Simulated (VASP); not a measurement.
# BaTiO3 (Amm2) in VASP: further runs, part 2 of 2

VASP 6.6.1. Earlier steps stand in the parts before.

## 3. Single point, r2SCAN+U

File POSCAR:

```
BaTiO3
1.0
    3.9855000000      0.0000000000      0.0000000000
    0.0000000000      2.8369000000     -2.8451500000
    0.0000000000      2.8369000000      2.8451500000
Ba Ti O
1 1 3
Direct
    0.0000000000      0.0000000000      0.0000000000
    0.5000000000      0.4876000000      0.5124000000
    0.0000000000      0.5126000000      0.4874000000
    0.5000000000      0.0081600000      0.5052400000
    0.5000000000      0.4947600000      0.9918400000
```

File INCAR.step1:

```
PREC = Accurate
ENCUT = 660
ISMEAR = 0
SIGMA = 0.01
LREAL = False
LASPH = True
NELM = 200
LMAXMIX = 4
LDAU = True
LDAUTYPE = 2
LDAUL = -1 2 -1
LDAUU = 0 3 0
LDAUJ = 0 0 0
NBANDS = 28
GGA = PE
ALGO = Normal
EDIFF = 1E-5
LWAVE = True
LCHARG = False
GGA_COMPAT = False
```

File INCAR.step2:

```
PREC = Accurate
ENCUT = 660
EDIFF = 1E-6
ISMEAR = 0
SIGMA = 0.01
LREAL = False
LASPH = True
NELM = 200
ALGO = Normal
ISIF = 2
LWAVE = False
LCHARG = False
LMAXMIX = 4
LDAU = True
LDAUTYPE = 2
LDAUL = -1 2 -1
LDAUU = 0 3 0
LDAUJ = 0 0 0
LDAUPRINT = 1
METAGGA = R2SCAN
LMIXTAU = True
NBANDS = 28
ISTART = 1
GGA_COMPAT = False
```

File KPOINTS:

```
regular mesh
0
Gamma
  6 6 6
```

Potentials or basis: VASP PAW PBE potentials, release 64 (Ba_sv, Ti_sv, O).

On the command line:

```
$ cat potpaw_PBE.64/Ba_sv/POTCAR potpaw_PBE.64/Ti_sv/POTCAR potpaw_PBE.64/O/POTCAR > POTCAR
$ cp INCAR.step1 INCAR
$ mpirun -np 1 vasp_std > vasp.out
$ cp INCAR.step2 INCAR
$ mpirun -np 1 vasp_std > vasp.out
```

OUTCAR:

```text
PREC = Accurate
   ENCUT = 660
   EDIFF = 1E-6
   ISMEAR = 0
   LREAL = False
   LASPH = True
   NELM = 200
   ISIF = 2
   METAGGA = R2SCAN
   ISTART = 1

 ion  position               nearest neighbor table
   1  0.000  0.000  0.000-   3 2.77   4 2.81   5 2.81   4 2.81   5 2.81   3 2.84   3 2.84   4 2.84
                             4 2.84   5 2.84   5 2.84   3 2.92   2 3.42   2 3.42   2 3.47   2 3.47
   2  0.500  0.488  0.512-   4 1.93   5 1.93   3 2.00   3 2.00   5 2.09   4 2.09   1 3.42   1 3.42
                             1 3.47   1 3.47   1 3.47   1 3.47   1 3.53   1 3.53
[... 991 lines left out ...]
  -------------------------------------------------------------------------------------
  Total        1.3868478      1.4532170      1.1647706      0.0000000      0.0000000      0.0000000
  in kB       34.5364240     36.1892056     29.0060755      0.0000000      0.0000000      0.0000000
  external PRESSURE =      33.2439017 kB  Pullay stress =       0.0000000 kB

 VOLUME and BASIS-vectors are now :
 -----------------------------------------------------------------------------
  energy-cutoff  :      660.00
  volume of cell :       64.34
      direct lattice vectors                 reciprocal lattice vectors
     3.985500000  0.000000000  0.000000000     0.250909547  0.000000000  0.000000000
     0.000000000  2.836900000 -2.845150000     0.000000000  0.176248722 -0.175737659
     0.000000000  2.836900000  2.845150000     0.000000000  0.176248722  0.175737659

 POSITION                                       TOTAL-FORCE (eV/Angst)
 -----------------------------------------------------------------------------------
      0.00000      0.00000      0.00000         0.000000     -0.000000      0.171604
      1.99275      2.83690      0.07056         0.000000     -0.000000     -0.347717
      0.00000      2.83690     -0.07170         0.000000     -0.000000      0.276446
      1.99275      1.45646      1.41427         0.000000     -0.221952     -0.050167
      1.99275      4.21734      1.41427         0.000000      0.221952     -0.050167
 -----------------------------------------------------------------------------------
    total drift:                                0.000000     -0.000000      0.022171

  FREE ENERGIE OF THE ION-ELECTRON SYSTEM (eV)
  ---------------------------------------------------
  free  energy   TOTEN  =       -72.2739805550 eV

  energy  without entropy=      -72.2739805550  energy(sigma->0) =      -72.27398055
```

OUTCAR.step1:

```text
PREC = Accurate
   ENCUT = 660
   ISMEAR = 0
   LREAL = False
   LASPH = True
[... 984 lines left out ...]
      1.99275      2.83690      0.07056         0.000000     -0.000000     -0.296764
      0.00000      2.83690     -0.07170         0.000000     -0.000000      0.229496
      1.99275      1.45646      1.41427         0.000000     -0.220081     -0.048918
      1.99275      4.21734      1.41427         0.000000      0.220081     -0.048918
 -----------------------------------------------------------------------------------
    total drift:                                0.000000     -0.000000     -0.000331

  FREE ENERGIE OF THE ION-ELECTRON SYSTEM (eV)
  ---------------------------------------------------
  free  energy   TOTEN  =       -37.9364160396 eV

  energy  without entropy=      -37.9364160396  energy(sigma->0) =      -37.93641604
```

OSZICAR.step1:

```text
N       E                     dE             d eps       ncg     rms          rms(c)
DAV:   1     0.498326231956E+03    0.49833E+03   -0.23892E+04  2912   0.184E+03
DAV:   2     0.522635669180E+01   -0.49310E+03   -0.46842E+03  3308   0.480E+02
DAV:   3    -0.469315954436E+02   -0.52158E+02   -0.51654E+02  3920   0.150E+02
DAV:   4    -0.495395048208E+02   -0.26079E+01   -0.26020E+01  4516   0.287E+01
DAV:   5    -0.496218428346E+02   -0.82338E-01   -0.82321E-01  3952   0.396E+00    0.234E+01
DAV:   6    -0.378434953695E+02    0.11778E+02   -0.56489E+01  4268   0.676E+01    0.910E+00
DAV:   7    -0.379994990123E+02   -0.15600E+00   -0.75444E+00  3772   0.174E+01    0.589E+00
DAV:   8    -0.379448192756E+02    0.54680E-01   -0.11417E+00  3588   0.956E+00    0.225E+00
DAV:   9    -0.379451281312E+02   -0.30886E-03   -0.20004E-01  3636   0.354E+00    0.101E+00
DAV:  10    -0.379483402216E+02   -0.32121E-02   -0.10231E-01  3304   0.200E+00    0.960E-01
DAV:  11    -0.379369504311E+02    0.11390E-01   -0.56796E-02  3808   0.213E+00    0.196E-01
DAV:  12    -0.379365157595E+02    0.43467E-03   -0.24078E-03  3416   0.447E-01    0.908E-02
DAV:  13    -0.379365734251E+02   -0.57666E-04   -0.25323E-03  4184   0.391E-01    0.106E-01
DAV:  14    -0.379364144065E+02    0.15902E-03   -0.53225E-04  4072   0.188E-01    0.220E-02
DAV:  15    -0.379364160396E+02   -0.16331E-05   -0.23563E-05  3072   0.385E-02
   1 F= -.37936416E+02 E0= -.37936416E+02  d E =0.000000E+00
```

Wall time 4.3 min (1 thread of AMD EPYC 9R45 (Zen 5), shared host); peak memory 0.27 GiB.

Results:

```
Free energy            : -72.2740 eV
Pressure               : 3.3 GPa
Largest force          : 0.348 eV/Å
Band gap on the k mesh : 2.62 eV (least direct gap 2.87 eV)
```

Forces on the atoms (eV/Å):
```
Ba   0.000  0.000  0.172
Ti   0.000  0.000 -0.348
O    0.000  0.000  0.276
O    0.000 -0.222 -0.050
O    0.000  0.222 -0.050
```

Stress tensor (GPa, compression positive):
```
3.45 0.00 0.00
0.00 3.62 0.00
0.00 0.00 2.90
```

Eigenvalues of the final occupation matrices:
```
    site  spin  trace               eigenvalues
site 2 d     1   0.78  0.10 0.10 0.10 0.24 0.24
site 2 d     2   0.78  0.10 0.10 0.10 0.24 0.24
```

Caveat: the cell stands under pressure; the PAW data sets were made with another functional, which shifts forces and pressure a little; spin-orbit coupling is left out, which moves the levels of the heavy elements. A k mesh can miss the band edges.
